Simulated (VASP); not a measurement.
# MnIn7As8 (a cell with a defect) in VASP: single point with PBE

Aim: the single point of MnIn7As8 (a cell with a defect) with PBE.

Program: VASP 6.6.1. These are calculated values, not measurements. Logs are shortened: lines on timing, memory, paths and dates and some standing lists are left out, and cuts for length are marked.

## Step 1: The cell of the first run

The cell holds a defect, 16 atoms: a = 8.567 Å, b = 8.567 Å, c = 8.567 Å, α = 60.00°, β = 60.00°, γ = 60.00°.

## Step 2: Single point, PBE

The input, INCAR:

```
PREC = Accurate
ENCUT = 520
EDIFF = 1E-6
ISMEAR = -1
SIGMA = 0.02
LREAL = Auto
LASPH = True
NELM = 60
ALGO = Normal
ISIF = 2
LWAVE = False
LCHARG = True
GGA = PE
LELF = True
LVHAR = True
NBANDS = 86
```

The input, KPOINTS:

```
regular mesh
0
Gamma
  2 2 2
```

The input, POSCAR:

```
MnIn7As8
1.0
    0.0000000000      6.0580000000      6.0580000000
    6.0580000000      0.0000000000      6.0580000000
    6.0580000000      6.0580000000      0.0000000000
As In Mn
8 7 1
Direct
    0.3637882900      0.3728629900      0.3772378200
    0.3783733900      0.3814321900      0.8632141500
    0.3745634000      0.8674878200      0.3767259200
    0.3804815000      0.8723502200      0.8781928100
    0.8702597200      0.3828158400      0.3717652900
    0.8747866400      0.3707797800      0.8731459600
    0.8685182200      0.8769618600      0.3809711200
    0.8641047000      0.8794391700      0.8779602100
    0.9878326100      0.0081248400      0.9939113200
    0.9993366000      0.9984084200      0.4984479000
    0.9946676300      0.5035356700      0.9993175100
    0.9944066900      0.5021204900      0.5035887500
    0.4979892700      0.0034810700      0.9897081300
    0.4949920700      0.9956760400      0.5049658500
    0.5024390400      0.4988552800      0.4988685200
    0.5031331700      0.4991482300      0.0014780000
```

Potentials or basis: VASP PAW PBE potentials, release 64 (As, In_d, Mn_pv).

Started as:

```sh
$ cat potpaw_PBE.64/As/POTCAR potpaw_PBE.64/In_d/POTCAR potpaw_PBE.64/Mn_pv/POTCAR > POTCAR
$ mpirun -np 1 vasp_std > vasp.out
```

OUTCAR:

```text
PREC = Accurate
   ENCUT = 520
   EDIFF = 1E-6
   ISMEAR = -1
   LREAL = Auto
   LASPH = True
   NELM = 60
   ISIF = 2
   GGA = PE

 ion  position               nearest neighbor table
   1  0.364  0.373  0.377-  12 2.58  16 2.63  14 2.64  15 2.70
   2  0.378  0.381  0.863-  15 2.55  13 2.64  16 2.66  11 2.68
   3  0.375  0.867  0.377-  15 2.58  10 2.63  14 2.64  13 2.71
   4  0.380  0.872  0.878-  13 2.52  16 2.61  14 2.61   9 2.75
   5  0.870  0.383  0.372-  15 2.57  11 2.61  12 2.63  10 2.69
   6  0.875  0.371  0.873-   9 2.54  12 2.59  16 2.60  11 2.65
[... 8 lines left out ...]
  15  0.502  0.499  0.499-   2 2.55   5 2.57   3 2.58   1 2.70
  16  0.503  0.499  0.001-   6 2.60   4 2.61   1 2.63   2 2.66

  LATTYP: Found a face centered cubic cell.
 ALAT       =    12.1160000000

  Lattice vectors:

 A1 = (   0.0000000000,   6.0580000000,   6.0580000000)
 A2 = (   6.0580000000,   0.0000000000,   6.0580000000)
 A3 = (   6.0580000000,   6.0580000000,   0.0000000000)

Analysis of symmetry for initial positions (statically):
=====================================================================
 Subroutine PRICEL returns:
 Original cell was already a primitive cell.

 Routine SETGRP: Setting up the symmetry group for a
 face centered cubic supercell.

 Subroutine GETGRP returns: Found  1 space group operations
 (whereof  1 operations were pure point group operations)
 out of a pool of 48 trial point group operations.

The static configuration has the point symmetry C_1 .

Analysis of symmetry for dynamics (positions and initial velocities):
=====================================================================
 Subroutine PRICEL returns:
 Original cell was already a primitive cell.

 Routine SETGRP: Setting up the symmetry group for a
 face centered cubic supercell.

 Subroutine GETGRP returns: Found  1 space group operations
 (whereof  1 operations were pure point group operations)
 out of a pool of 48 trial point group operations.

The dynamic configuration has the point symmetry C_1 .

 Subroutine INISYM returns: Found  1 space group operations
 (whereof  1 operations are pure point group operations),
 and found     1 'primitive' translations

----------------------------------------------------------------------------------------

                                     Primitive cell

  volume of cell :     444.6495

  direct lattice vectors                    reciprocal lattice vectors
     0.000000000  6.058000000  6.058000000    -0.082535490  0.082535490  0.082535490
     6.058000000  0.000000000  6.058000000     0.082535490 -0.082535490  0.082535490
     6.058000000  6.058000000  0.000000000     0.082535490  0.082535490 -0.082535490

  length of vectors
     8.567305761  8.567305761  8.567305761     0.142955663  0.142955663  0.142955663

  position of ions in fractional coordinates (direct lattice)
     0.363788290  0.372862990  0.377237820
     0.378373390  0.381432190  0.863214150
     0.374563400  0.867487820  0.376725920
     0.380481500  0.872350220  0.878192810
     0.870259720  0.382815840  0.371765290
     0.874786640  0.370779780  0.873145960
[... 8 lines left out ...]
     0.502439040  0.498855280  0.498868520
     0.503133170  0.499148230  0.001478000

  ion indices of the primitive-cell ions
   primitive index   ion index
                 1           1
                 2           2
                 3           3
                 4           4
                 5           5
                 6           6
[... 8 lines left out ...]
                15          15
                16          16

----------------------------------------------------------------------------------------

 KPOINTS: regular mesh

Automatic generation of k-mesh.
 Grid dimensions read from file:
 generate k-points for:    2    2    2

 Generating k-lattice:

  Cartesian coordinates                     Fractional coordinates (reciprocal lattice)
    -0.041267745  0.041267745  0.041267745     0.500000000  0.000000000  0.000000000
     0.041267745 -0.041267745  0.041267745     0.000000000  0.500000000  0.000000000
     0.041267745  0.041267745 -0.041267745     0.000000000  0.000000000  0.500000000

  Length of vectors
     0.071477831  0.071477831  0.071477831

  Shift w.r.t. Gamma in fractional coordinates (k-lattice)
     0.000000000  0.000000000  0.000000000

 Subroutine IBZKPT returns following result:
 ===========================================

 Found      8 irreducible k-points:

 Following reciprocal coordinates:
            Coordinates               Weight
  0.000000  0.000000  0.000000      1.000000
  0.500000  0.000000  0.000000      1.000000
  0.000000  0.500000  0.000000      1.000000
  0.000000  0.000000  0.500000      1.000000
  0.500000  0.500000  0.500000      1.000000
  0.500000  0.500000  0.000000      1.000000
  0.000000  0.500000  0.500000      1.000000
  0.500000  0.000000  0.500000      1.000000
   k-points           NKPTS =      8   k-points in BZ     NKDIM =      8   number of bands    NBANDS=     86
   number of dos      NEDOS =    301   number of ions     NIONS =     16
   total plane-waves  NPLWV = 262144
   dimension x,y,z NGX =    64 NGY =   64 NGZ =   64
   dimension x,y,z NGXF=   128 NGYF=  128 NGZF=  128
   ions per type =               8   7   1
   NGX,Y,Z   is equivalent  to a cutoff of  12.42, 12.42, 12.42 a.u.
   NGXF,Y,Z  is equivalent  to a cutoff of  24.84, 24.84, 24.84 a.u.
 SYSTEM =  unknown system
   PREC   = accura    normal or accurate (medium, high low for compatibility)
   ISTART =      0    job   : 0-new  1-cont  2-samecut
   ICHARG =      2    charge: 1-file 2-atom 10-const
   ISPIN  =      1    spin polarized calculation?
   LNONCOLLINEAR =      F non collinear calculations
   LSORBIT =      F    spin-orbit coupling
   LASPH  =      T    aspherical Exc in radial PAW
   ENCUT  =  520.0 eV  38.22 Ry    6.18 a.u.  15.93 15.93 15.93*2*pi/ulx,y,z
   NELM   =     60;   NELMIN=  2; NELMDL= -5     # of ELM steps
   EDIFF  = 0.1E-05   stopping-criterion for ELM
   LREAL  =      T    real-space projection
   EDIFFG = 0.1E-04   stopping-criterion for IOM
   NSW    =      0    number of steps for IOM
[... 5 lines left out ...]
   TEBEG  =    0.0;   TEEND  =   0.0 temperature during run
   PSTRESS=    0.0 pullay stress
   NELECT =     144.0000    total number of electrons
   NUPDOWN=      -1.0000    fix difference up-down
   EMIN   =  10.00;   EMAX   =-10.00  energy-range for DOS
   EFERMI =   0.00;   METHOD = LEGACY
   ISMEAR =    -1;   SIGMA  =   0.02  broadening in eV -4-tet -1-fermi 0-gaus
   EFERMI_NEDOS =   21; number of points for ismear=-14 and -15
   IALGO  =     38    algorithm
   IMIX   =      4    mixing-type and parameters
     AMIX     =   0.40;   BMIX     =  1.00
     AMIX_MAG =   1.60;   BMIX_MAG =  1.00
  volume/ion in A,a.u.               =      27.79       187.54
  Fermi-wavevector in a.u.,A,eV,Ry     =   1.124233  2.124493 17.196406  1.263900
  Thomas-Fermi vector in A             =   2.260904
   LORBIT       =      0    0 simple, 1 ext, 2 COOP (PROOUT), +10 PAW based schemes
   GGA     = PE    functional components
   LHFCALC =     F    Hartree Fock is set to
   AEXX    =    0.0000 exact exchange contribution
   IVDW    =     0    specifies the selected vdW correction
   LEPSILON=     F    determine dielectric tensor
   LRPA    =     F    only Hartree local field effects (RPA)
 non-spin polarized calculation
  energy-cutoff  :      520.00
  volume of cell :      444.65
 maximum number of plane-waves:     12039
 NGX is ok and might be reduce to    64
   NGX = 31   NGY = 31   NGZ = 31

 number of electron     144.0000010 magnetization

 Free energy of the ion-electron system (eV)
  ---------------------------------------------------
  ext. energy  EPLUGINS =         0.00000000
  ---------------------------------------------------
  free energy    TOTEN  =       -63.65484870 eV

  energy without entropy =      -63.62608158  energy(sigma->0) =      -63.64046514

 E-fermi :   4.1790     XC(G=0):  -9.0104

 val. band max:        4.1598800699   @ k =   0.0000   0.0000   0.0000
 cond. band min:       4.1795061067   @ k =   0.0000   0.0000   0.5000
 fundamental gap:      0.0196260369
 Fermi energy:         4.1790129385

 k-point     1 :       0.0000    0.0000    0.0000
  band No.  band energies     occupation
      1     -43.4826      2.00000
      2     -43.4681      2.00000
      3     -43.4526      2.00000
      4     -10.4394      2.00000
      5     -10.4220      2.00000
      6     -10.4002      2.00000
[... 76 lines left out ...]
     83       6.1236      0.00000
     84       6.4909      0.00000

 k-point     2 :       0.5000    0.0000    0.0000
  band No.  band energies     occupation
      1     -43.4826      2.00000
      2     -43.4681      2.00000
      3     -43.4526      2.00000
      4     -10.4369      2.00000
      5     -10.3994      2.00000
      6     -10.3798      2.00000
[... 511 lines left out ...]
     83       7.8151      0.00000
     84       8.5066      0.00000

 k-point     8 :       0.5000    0.0000    0.5000
  band No.  band energies     occupation
      1     -43.4826      2.00000
      2     -43.4681      2.00000
      3     -43.4526      2.00000
      4     -10.4305      2.00000
      5     -10.3883      2.00000
      6     -10.3825      2.00000
[... 76 lines left out ...]
     83       7.8820      0.00000
     84       8.3208      0.00000
 [bands above 84 left out]

------------------------ aborting loop because EDIFF is reached ----------------------------------------

  FORCE on cell =-STRESS in cart. coord.  units (eV):
  Direction    XX          YY          ZZ          XY          YZ          ZX
  --------------------------------------------------------------------------------------
  -------------------------------------------------------------------------------------
  Total        5.1832170      5.0187594      5.3375626      0.0737296      0.3043794      0.6163662
  in kB       18.6763571     18.0837776     19.2325010      0.2656654      1.0967510      2.2209131
  external PRESSURE =      18.6642119 kB  Pullay stress =       0.0000000 kB

 VOLUME and BASIS-vectors are now :
 -----------------------------------------------------------------------------
  energy-cutoff  :      520.00
  volume of cell :      444.65
      direct lattice vectors                 reciprocal lattice vectors
     0.000000000  6.058000000  6.058000000    -0.082535490  0.082535490  0.082535490
     6.058000000  0.000000000  6.058000000     0.082535490 -0.082535490  0.082535490
     6.058000000  6.058000000  0.000000000     0.082535490  0.082535490 -0.082535490

 POSITION                                       TOTAL-FORCE (eV/Angst)
 -----------------------------------------------------------------------------------
      4.54411      4.48914      4.46263        -1.069143     -0.548251      1.493265
      7.54007      7.52154      4.60290         1.535917      1.346179      0.414806
      7.53745      4.55131      7.52435         0.092285     -0.421443      0.464848
     10.60479      7.62505      7.58965        -1.141366      0.299669     -1.897865
      4.57125      7.52419      7.59113        -0.390450      0.445398     -0.092839
      7.53570     10.58898      7.54564         1.650388     -1.106547     -0.720744
[... 8 lines left out ...]
      6.04421      6.06592      6.06584        -0.456042     -0.541448     -0.110348
      3.03279      3.05693      6.07182        -0.048383     -0.183870     -0.136893
 -----------------------------------------------------------------------------------
    total drift:                                0.009407     -0.011704     -0.030004

  FREE ENERGIE OF THE ION-ELECTRON SYSTEM (eV)
  ---------------------------------------------------
  free  energy   TOTEN  =       -63.6548487016 eV

  energy  without entropy=      -63.6260815847  energy(sigma->0) =      -63.64046514
```

Run time: 11 min. Hardware: 1 thread of Intel Xeon Platinum 8259CL at 2.50GHz (Skylake/Cascade Lake), shared host; peak memory 0.65 GiB.

What came out:

* Free energy: -63.6548 eV
* Pressure: 1.9 GPa
* Largest force: 2.235 eV/Å
* Band gap on the k mesh: zero (bands 72 and 73 overlap by 0.04 eV)

Forces in eV/Å, atoms in the order of the input:
```
As  -1.069 -0.548  1.493
As   1.536  1.346  0.415
As   0.092 -0.421  0.465
As  -1.141  0.300 -1.898
As  -0.390  0.445 -0.093
As   1.650 -1.107 -0.721
As  -0.422 -0.373  0.164
As  -0.554  0.072  0.226
In  -0.190  1.078 -0.323
In   0.342  0.031  0.231
In  -0.097  0.056  0.187
In  -0.008 -0.482  0.053
In   0.954  0.487  0.021
In  -0.199 -0.159  0.026
In  -0.456 -0.541 -0.110
Mn  -0.048 -0.184 -0.137
```

Stress tensor (GPa, compression positive):
```
1.87 0.03 0.22
0.03 1.81 0.11
0.22 0.11 1.92
```

Levels at points of the mesh, in eV from the Fermi level:
```tsv
k point	band 69	band 70	band 71	band 72	band 73	band 74	band 75	band 76
(0.00, 0.00, 0.00)	-0.31	-0.25	-0.19	-0.17	-0.02	0.86	0.91	0.94
(0.50, 0.00, 0.00)	-0.61	-0.54	-0.10	-0.08	0.02	0.79	0.80	1.24
(0.00, 0.50, 0.00)	-0.63	-0.47	-0.08	-0.07	0.01	0.75	0.81	1.29
(0.00, 0.00, 0.50)	-0.56	-0.51	-0.09	-0.08	0.00	0.76	0.80	1.28
(0.50, 0.50, 0.50)	-0.58	-0.52	-0.09	-0.08	0.02	0.79	0.81	1.27
(0.50, 0.50, 0.00)	-1.05	-1.02	-0.24	0.01	0.10	0.53	0.59	2.33
(0.00, 0.50, 0.50)	-1.04	-1.02	-0.25	0.01	0.09	0.53	0.58	2.31
(0.50, 0.00, 0.50)	-1.04	-0.95	-0.22	0.02	0.11	0.54	0.57	2.33
```

Caveat: the k points lie up to 0.45 Å⁻¹ apart; spin-orbit coupling is left out, which moves the levels of the heavy elements; the run has no spin polarisation, though such a crystal can be magnetic. Spin polarisation is off, so any magnetic state and its effect on volume and gap are missing.
